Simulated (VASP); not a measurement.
# Al3SiNO (P2/m) in VASP: further runs

Al3SiNO is run at these levels: PBE; tasks: single point, relaxation of cell and atoms.

All numbers are computed with VASP 6.6.1; they aren't measurements. Logs are shortened: lines on timing, memory, paths and dates and some standing lists are left out, and cuts for length are marked.

## Step 1: The cell of the first run

Symmetry: P2/m, No. 10, monoclinic system. Conventional cell: a = 3.349 Å, b = 5.071 Å, c = 5.241 Å, α = 90.00°, β = 91.45°, γ = 90.00°. Within 2.6 Å of Al (site symmetry m) lie 2 N at 1.96 to 2.20 Å and 1 Al at 2.48 Å. Within 2.2 Å of Al (site symmetry 2/m) lie 2 O at 1.67 Å. Si (site symmetry 2/m) has 6 Al at 2.62 to 2.82 Å and 4 N at 3.04 Å and 4 O at 3.07 to 3.14 Å and 2 Si at 3.35 Å within 3.5 Å. N (site symmetry 2/m) has 4 Al at 1.96 to 2.20 Å within 2.6 Å. Within 2.2 Å of O (site symmetry 2/m) lie 2 Al at 1.67 Å.

## Step 2: Single point, PBE

Contents of INCAR:

```
SYSTEM = Al3SiNO
PREC = Accurate
ENCUT = 520
EDIFF = 1E-6
ISMEAR = 0
SIGMA = 0.1
LREAL = .FALSE.
LASPH = .TRUE.
NELM = 100
ALGO = Normal
ISIF = 2
LWAVE = .FALSE.
LCHARG = .FALSE.
GGA = PE
NBANDS = 21
```

Contents of KPOINTS:

```
Automatic mesh
0
G
  6 4 4
  0 0 0
```

Contents of POSCAR:

```
Al3SiNO
1.0
    3.3486570974      0.0000000000      0.0074016107
    0.0000000000      5.0712976411      0.0000000000
   -0.1438104570      0.0000000000      5.2386276429
Al Si N O
3 1 1 1
Direct
    0.5349983442      0.0000000000      0.7651293637
    0.4650016558      0.0000000000      0.2348706363
    0.5000000000      0.5000000000      0.5000000000
    0.5000000000      0.5000000000      0.0000000000
    0.0000000000      0.0000000000      0.0000000000
    0.0000000000      0.5000000000      0.5000000000
```

Potentials or basis: VASP PAW PBE potentials, release 64 (Al, Si, N, O).

The run is started by

```bash
$ cat potpaw_PBE.64/Al/POTCAR potpaw_PBE.64/Si/POTCAR potpaw_PBE.64/N/POTCAR potpaw_PBE.64/O/POTCAR > POTCAR
$ mpirun -np 1 vasp_std > vasp.out
```

OUTCAR:

```text
SYSTEM = Al3SiNO
   PREC = Accurate
   ENCUT = 520
   EDIFF = 1E-6
   ISMEAR = 0
   LREAL = .FALSE.
   LASPH = .TRUE.
   NELM = 100
   ISIF = 2
   GGA = PE

 ion  position               nearest neighbor table
   1  0.535  0.000  0.765-   5 1.96   5 2.20   2 2.48   2 2.78   4 2.82   4 2.82   3 2.89   3 2.89

   2  0.465  0.000  0.235-   5 1.96   5 2.20   1 2.48   1 2.78   4 2.82   4 2.82   3 2.89   3 2.89

   3  0.500  0.500  0.500-   6 1.67   6 1.67   4 2.62   4 2.62   1 2.89   1 2.89   2 2.89   2 2.89

   4  0.500  0.500  0.000-   3 2.62   3 2.62   1 2.82   2 2.82   1 2.82   2 2.82
   5  0.000  0.000  0.000-   1 1.96   2 1.96   1 2.20   2 2.20
   6  0.000  0.500  0.500-   3 1.67   3 1.67

  LATTYP: Found a simple monoclinic cell.
 ALAT       =     3.3486652774
 B/A-ratio  =     1.5144235751
 C/A-ratio  =     1.5649820972
 COS(beta)  =    -0.0252320439

  Lattice vectors:

 A1 = (   3.3486570974,   0.0000000000,   0.0074016107)
 A2 = (   0.0000000000,   5.0712976411,   0.0000000000)
 A3 = (  -0.1438104570,   0.0000000000,   5.2386276429)

Analysis of symmetry for initial positions (statically):
=====================================================================
 Subroutine PRICEL returns:
 Original cell was already a primitive cell.

 Routine SETGRP: Setting up the symmetry group for a
 simple monoclinic supercell.

 Subroutine GETGRP returns: Found  4 space group operations
 (whereof  4 operations were pure point group operations)
 out of a pool of  4 trial point group operations.

The static configuration has the point symmetry C_2h.

Analysis of symmetry for dynamics (positions and initial velocities):
=====================================================================
 Subroutine PRICEL returns:
 Original cell was already a primitive cell.

 Routine SETGRP: Setting up the symmetry group for a
 simple monoclinic supercell.

 Subroutine GETGRP returns: Found  4 space group operations
 (whereof  4 operations were pure point group operations)
 out of a pool of  4 trial point group operations.

The dynamic configuration has the point symmetry C_2h.

 Subroutine INISYM returns: Found  4 space group operations
 (whereof  4 operations are pure point group operations),
 and found     1 'primitive' translations

----------------------------------------------------------------------------------------

                                     Primitive cell

  volume of cell :      88.9680

  direct lattice vectors                    reciprocal lattice vectors
     3.348657097  0.000000000  0.007401611     0.298609053  0.000000000  0.008197396
     0.000000000  5.071297641  0.000000000     0.000000000  0.197188189  0.000000000
    -0.143810457  0.000000000  5.238627643    -0.000421902  0.000000000  0.190878107

  length of vectors
     3.348665277  5.071297641  5.240601209     0.298721549  0.197188189  0.190878573

  position of ions in fractional coordinates (direct lattice)
     0.534998344  0.000000000  0.765129364
     0.465001656  0.000000000  0.234870636
     0.500000000  0.500000000  0.500000000
     0.500000000  0.500000000  0.000000000
     0.000000000  0.000000000  0.000000000
     0.000000000  0.500000000  0.500000000

  ion indices of the primitive-cell ions
   primitive index   ion index
                 1           1
                 2           2
                 3           3
                 4           4
                 5           5
                 6           6

----------------------------------------------------------------------------------------

 KPOINTS: Automatic mesh

Automatic generation of k-mesh.
 Grid dimensions read from file:
 generate k-points for:    6    4    4

 Generating k-lattice:

  Cartesian coordinates                     Fractional coordinates (reciprocal lattice)
     0.049768176  0.000000000  0.001366233     0.166666667  0.000000000  0.000000000
     0.000000000  0.049297047  0.000000000     0.000000000  0.250000000  0.000000000
    -0.000105476  0.000000000  0.047719527     0.000000000  0.000000000  0.250000000

  Length of vectors
     0.049786925  0.049297047  0.047719643

  Shift w.r.t. Gamma in fractional coordinates (k-lattice)
     0.000000000  0.000000000  0.000000000

 Subroutine IBZKPT returns following result:
 ===========================================

 Found     42 irreducible k-points:

 Following reciprocal coordinates:
            Coordinates               Weight
  0.000000  0.000000  0.000000      1.000000
  0.166667  0.000000  0.000000      2.000000
  0.333333  0.000000  0.000000      2.000000
  0.500000  0.000000  0.000000      1.000000
  0.000000  0.250000  0.000000      2.000000
  0.166667  0.250000  0.000000      4.000000
[... 16 lines left out ...]
 -0.333333  0.250000  0.250000      4.000000
 -0.166667  0.250000  0.250000      4.000000
 [... further k-points ...]
   k-points           NKPTS =     42   k-points in BZ     NKDIM =     42   number of bands    NBANDS=     21
   number of dos      NEDOS =    301   number of ions     NIONS =      6
   total plane-waves  NPLWV =  44800
   dimension x,y,z NGX =    28 NGY =   40 NGZ =   40
   dimension x,y,z NGXF=    56 NGYF=   80 NGZF=   80
   ions per type =               3   1   1   1
   NGX,Y,Z   is equivalent  to a cutoff of  13.90, 13.11, 12.69 a.u.
   NGXF,Y,Z  is equivalent  to a cutoff of  27.80, 26.23, 25.38 a.u.
 SYSTEM =  Al3SiNO
   PREC   = accura    normal or accurate (medium, high low for compatibility)
   ISTART =      0    job   : 0-new  1-cont  2-samecut
   ICHARG =      2    charge: 1-file 2-atom 10-const
   ISPIN  =      1    spin polarized calculation?
   LNONCOLLINEAR =      F non collinear calculations
   LSORBIT =      F    spin-orbit coupling
   LASPH  =      T    aspherical Exc in radial PAW
   ENCUT  =  520.0 eV  38.22 Ry    6.18 a.u.   6.23  9.43  9.74*2*pi/ulx,y,z
   NELM   =    100;   NELMIN=  2; NELMDL= -5     # of ELM steps
   EDIFF  = 0.1E-05   stopping-criterion for ELM
   LREAL  =      F    real-space projection
   EDIFFG = 0.1E-04   stopping-criterion for IOM
   NSW    =      0    number of steps for IOM
   IBRION =     -1    ionic relax: 0-MD 1-quasi-New 2-CG
   NFREE  =      0    steps in history (QN), initial steepest desc. (CG)
   ISIF   =      2    stress and relaxation
   ISYM   =      2    0-nonsym 1-usesym 2-fastsym
   POTIM  = 0.5000    time-step for ionic-motion
   TEBEG  =    0.0;   TEEND  =   0.0 temperature during run
   PSTRESS=    0.0 pullay stress
   NELECT =      24.0000    total number of electrons
   NUPDOWN=      -1.0000    fix difference up-down
   EMIN   =  10.00;   EMAX   =-10.00  energy-range for DOS
   EFERMI =   0.00;   METHOD = LEGACY
   ISMEAR =     0;   SIGMA  =   0.10  broadening in eV -4-tet -1-fermi 0-gaus
   EFERMI_NEDOS =   21; number of points for ismear=-14 and -15
   IALGO  =     38    algorithm
   IMIX   =      4    mixing-type and parameters
     AMIX     =   0.40;   BMIX     =  1.00
     AMIX_MAG =   1.60;   BMIX_MAG =  1.00
  volume/ion in A,a.u.               =      14.83       100.06
  Fermi-wavevector in a.u.,A,eV,Ry     =   1.057793  1.998939 15.223913  1.118926
  Thomas-Fermi vector in A             =   2.193079
   LORBIT       =      0    0 simple, 1 ext, 2 COOP (PROOUT), +10 PAW based schemes
   GGA     = PE    functional components
   LHFCALC =     F    Hartree Fock is set to
   AEXX    =    0.0000 exact exchange contribution
   IVDW    =     0    specifies the selected vdW correction
   LEPSILON=     F    determine dielectric tensor
   LRPA    =     F    only Hartree local field effects (RPA)
 non-spin polarized calculation
 Gauss-broadening in eV      SIGMA  =   0.10
  energy-cutoff  :      520.00
  volume of cell :       88.97
 maximum number of plane-waves:      2416
 NGX is ok and might be reduce to    28
   NGX = 13   NGY = 19   NGZ = 19

 number of electron      24.0000001 magnetization

 Free energy of the ion-electron system (eV)
  ---------------------------------------------------
  ext. energy  EPLUGINS =         0.00000000
  ---------------------------------------------------
  free energy    TOTEN  =       -31.75879956 eV

  energy without entropy =      -31.75109828  energy(sigma->0) =      -31.75494892

 E-fermi :   6.2351     XC(G=0):  -9.9492

 val. band max:        6.2098795693   @ k =   0.5000   0.2500   0.2500
 cond. band min:       6.2872353525   @ k =   0.0000   0.0000   0.0000
 fundamental gap:      0.0773557833
 Fermi energy:         6.2350664526

 k-point     1 :       0.0000    0.0000    0.0000
  band No.  band energies     occupation
      1     -13.0767      2.00000
      2      -9.0283      2.00000
      3      -1.7364      2.00000
      4      -0.2877      2.00000
      5       0.2262      2.00000
      6       0.2572      2.00000
[... 13 lines left out ...]
     20      13.5526      0.00000
     21      14.3696      0.00000

 k-point     2 :       0.1667    0.0000    0.0000
  band No.  band energies     occupation
      1     -12.9798      2.00000
      2      -8.8464      2.00000
      3      -2.1314      2.00000
      4      -0.0183      2.00000
      5       0.0468      2.00000
      6       0.5410      2.00000
[... 13 lines left out ...]
     20      13.3145      0.00000
     21      14.2834      0.00000

 k-point     3 :       0.3333    0.0000    0.0000
  band No.  band energies     occupation
      1     -12.7750      2.00000
      2      -8.4134      2.00000
      3      -3.0693      2.00000
      4      -0.8178      2.00000
      5       0.7715      2.00000
      6       1.2756      2.00000
[... 13 lines left out ...]
     20      13.1299      0.00000
     21      14.0367      0.00000
[... 457 lines left out ...]
 k-point    23 :      -0.3333    0.2500    0.2500
  band No.  band energies     occupation
      1     -12.7689      2.00000
      2      -8.3940      2.00000
      3      -2.6210      2.00000
      4      -1.2489      2.00000
      5      -0.3196      2.00000
      6       0.6477      2.00000
[... 13 lines left out ...]
     20      12.7719      0.00000
     21      14.1523      0.00000

 k-point    24 :      -0.1667    0.2500    0.2500
  band No.  band energies     occupation
      1     -12.9699      2.00000
      2      -8.8150      2.00000
      3      -2.2220      2.00000
      4      -0.8584      2.00000
      5      -0.0885      2.00000
      6       0.4279      2.00000
[... 13 lines left out ...]
     20      13.9682      0.00000
     21      14.1226      0.00000

 [... further k-points ...]

------------------------ aborting loop because EDIFF is reached ----------------------------------------

  FORCE on cell =-STRESS in cart. coord.  units (eV):
  Direction    XX          YY          ZZ          XY          YZ          ZX
  --------------------------------------------------------------------------------------
  -------------------------------------------------------------------------------------
  Total        0.1418259      0.0090566     -0.0653796      0.0000000      0.0000000      0.0683592
  in kB        2.5540689      0.1630959     -1.1773875      0.0000000      0.0000000      1.2310446
  external PRESSURE =       0.5132591 kB  Pullay stress =       0.0000000 kB

 VOLUME and BASIS-vectors are now :
 -----------------------------------------------------------------------------
  energy-cutoff  :      520.00
  volume of cell :       88.97
      direct lattice vectors                 reciprocal lattice vectors
     3.348657097  0.000000000  0.007401611     0.298609053  0.000000000  0.008197396
     0.000000000  5.071297641  0.000000000     0.000000000  0.197188189  0.000000000
    -0.143810457  0.000000000  5.238627643    -0.000421902  0.000000000  0.190878107

 POSITION                                       TOTAL-FORCE (eV/Angst)
 -----------------------------------------------------------------------------------
      1.68149      0.00000      4.01219        -0.031645      0.000000      0.016212
      1.52335      0.00000      1.23384         0.031645      0.000000     -0.016212
      1.60242      2.53565      2.62301        -0.000000      0.000000      0.000000
      1.67433      2.53565      0.00370         0.000000      0.000000      0.000000
      0.00000      0.00000      0.00000         0.000000      0.000000      0.000000
     -0.07191      2.53565      2.61931        -0.000000      0.000000      0.000000
 -----------------------------------------------------------------------------------
    total drift:                               -0.000000      0.000000     -0.000000

  FREE ENERGIE OF THE ION-ELECTRON SYSTEM (eV)
  ---------------------------------------------------
  free  energy   TOTEN  =       -31.7587995605 eV

  energy  without entropy=      -31.7510982848  energy(sigma->0) =      -31.75494892
```

It took 63 s on 1 thread of Intel Xeon Platinum 8259CL at 2.50GHz (Skylake/Cascade Lake), shared host; peak memory 0.24 GiB.

Results:

```
Free energy            : -31.7588 eV
Pressure               : 0.1 GPa
Largest force          : 0.036 eV/Å
Band gap on the k mesh : zero (band 12 reaches 7.10 eV, above the bottom of band 13 at 4.68 eV)
```

Forces on the atoms (eV/Å):
```
Al  -0.032  0.000  0.016
Al   0.032  0.000 -0.016
Al   0.000  0.000  0.000
Si   0.000  0.000  0.000
N    0.000  0.000  0.000
O    0.000  0.000  0.000
```

Levels at points of the mesh, in eV from the Fermi level:
```tsv
k point	band 9	band 10	band 11	band 12	band 13	band 14	band 15	band 16
(0.00, 0.00, 0.00)	-3.86	-3.76	0.05	0.81	1.11	1.27	2.74	3.45
(0.50, 0.00, 0.00)	-3.08	-2.92	-2.61	-2.42	-1.56	0.66	1.95	2.69
(0.00, 0.50, 0.00)	-2.58	-1.80	-1.39	-0.69	-0.26	1.81	3.50	4.06
(0.50, 0.50, 0.00)	-3.82	-3.42	-2.44	-0.36	0.70	1.24	1.41	1.57
(0.00, 0.00, 0.50)	-3.18	-2.72	-1.28	-0.06	0.76	1.40	2.88	3.68
(0.50, 0.00, 0.50)	-3.78	-2.65	-2.26	-0.80	-0.36	0.14	2.23	3.01
(0.00, 0.50, 0.50)	-3.46	-3.09	-1.46	-1.30	2.61	2.74	3.22	3.91
(0.50, 0.50, 0.50)	-3.37	-2.59	-1.54	0.32	1.16	3.11	3.91	3.96
```

## Step 3: Single point, PBE, collinear spin, ferromagnetic start

This run uses another cell than the first one, of 14.74 Å³/atom, 0.994 times its volume.

Contents of INCAR:

```
ALGO     = Normal         # electronic algorithm
EDIFF    = 1E-6           # SCF threshold, eV
ENCUT    = 520            # plane-wave cutoff, eV
GGA      = PE             # functional
ISIF     = 2              # what is computed and relaxed
ISMEAR   = 0              # smearing method
ISPIN    = 2              # spin polarisation
LASPH    = True           # aspherical terms in the spheres
LCHARG   = True           # write CHGCAR
LELF     = True           # ELF
LORBIT   = 11             # projections on sites
LREAL    = False          # projectors in reciprocal space
LVHAR    = True         
LWAVE    = False          # write WAVECAR
MAGMOM   = 0 0 0 0 1 1    # initial moments
NBANDS   = 25             # bands
NELM     = 150            # most SCF steps
PREC     = Accurate       # precision mode
SIGMA    = 0.1            # smearing width, eV
```

Contents of KPOINTS:

```
k-points
0
Gamma
  4 4 4
```

Contents of POSCAR:

```
Al3SiNO
1.0
    3.3052255141      0.0000000000      0.5964098392
    0.0000000000      5.0433560213      0.0000000000
   -1.0805014596      0.0000000000      5.1107513096
Al Si N O
3 1 1 1
Direct
    0.5340906687      0.0000000000      0.7653196386
    0.4659093313      0.0000000000      0.2346803614
    0.5000000000      0.5000000000      0.5000000000
    0.5000000000      0.5000000000      0.0000000000
    0.0000000000      0.0000000000      0.0000000000
    0.0000000000      0.5000000000      0.5000000000
```

Potentials or basis: VASP PAW PBE potentials, release 64 (Al, Si, N, O).

The run is started by

```bash
$ cat potpaw_PBE.64/Al/POTCAR potpaw_PBE.64/Si/POTCAR potpaw_PBE.64/N/POTCAR potpaw_PBE.64/O/POTCAR > POTCAR
$ mpirun -np 1 vasp_std > vasp.out
```

Wall time 1.9 min (1 thread of Intel Xeon Platinum 8259CL at 2.50GHz (Skylake/Cascade Lake), shared host); peak memory 0.29 GiB.

The run converged. Its results:

```yaml
Free_energy: -31.7541 eV
Pressure: 0.2 GPa
Largest_force: 0.004 eV/Å
Band_gap_on_the_k_mesh: zero (filled and empty bands overlap)
Net_moment: 0.00 μB per cell
Valence_electrons_inside_the_program's_atomic_spheres: Al 0.74, 0.82; Si 1.59; N 3.64; O 5.15
```

Forces on the atoms (eV/Å):
```
Al  -0.004  0.000 -0.001
Al   0.004  0.000  0.001
Al   0.000  0.000  0.000
Si   0.000  0.000  0.000
N    0.000  0.000  0.000
O    0.000  0.000  0.000
```

Stress tensor (GPa, compression positive):
```
0.17 0.00 0.19
0.00 0.30 0.00
0.19 0.00 0.16
```

Levels at points of the mesh, in eV from the Fermi level:
Spin up:
| k point | band 10 | band 11 | band 12 | band 13 | band 14 | band 15 |
| --- | --- | --- | --- | --- | --- | --- |
| (0.00, 0.00, 0.00) | -3.75 | 0.01 | 0.74 | 1.10 | 1.26 | 2.73 |
| (0.50, 0.00, 0.00) | -3.00 | -2.64 | -2.41 | -1.58 | 0.67 | 1.90 |
| (0.00, 0.50, 0.00) | -1.77 | -1.42 | -0.71 | -0.30 | 1.81 | 3.39 |
| (0.50, 0.50, 0.00) | -3.47 | -2.53 | -0.39 | 0.74 | 1.21 | 1.45 |
| (0.00, 0.00, 0.50) | -2.73 | -1.30 | -0.06 | 0.75 | 1.40 | 2.87 |
| (0.50, 0.00, 0.50) | -2.65 | -2.33 | -0.86 | -0.39 | 0.11 | 2.26 |
| (0.00, 0.50, 0.50) | -3.15 | -1.42 | -1.29 | 2.63 | 2.74 | 3.10 |
| (0.50, 0.50, 0.50) | -2.59 | -1.58 | 0.30 | 1.20 | 3.15 | 3.87 |
Spin down:
| k point | band 10 | band 11 | band 12 | band 13 | band 14 | band 15 |
| --- | --- | --- | --- | --- | --- | --- |
| (0.00, 0.00, 0.00) | -3.75 | 0.01 | 0.74 | 1.10 | 1.26 | 2.73 |
| (0.50, 0.00, 0.00) | -3.00 | -2.64 | -2.41 | -1.58 | 0.67 | 1.90 |
| (0.00, 0.50, 0.00) | -1.77 | -1.42 | -0.71 | -0.30 | 1.81 | 3.39 |
| (0.50, 0.50, 0.00) | -3.47 | -2.53 | -0.39 | 0.74 | 1.21 | 1.45 |
| (0.00, 0.00, 0.50) | -2.73 | -1.30 | -0.06 | 0.75 | 1.40 | 2.87 |
| (0.50, 0.00, 0.50) | -2.65 | -2.33 | -0.86 | -0.39 | 0.11 | 2.26 |
| (0.00, 0.50, 0.50) | -3.15 | -1.42 | -1.29 | 2.63 | 2.74 | 3.10 |
| (0.50, 0.50, 0.50) | -2.59 | -1.58 | 0.30 | 1.20 | 3.15 | 3.87 |

Caveat: the k points lie up to 0.47 Å⁻¹ apart.

(Part 1 of 2 ends here.)
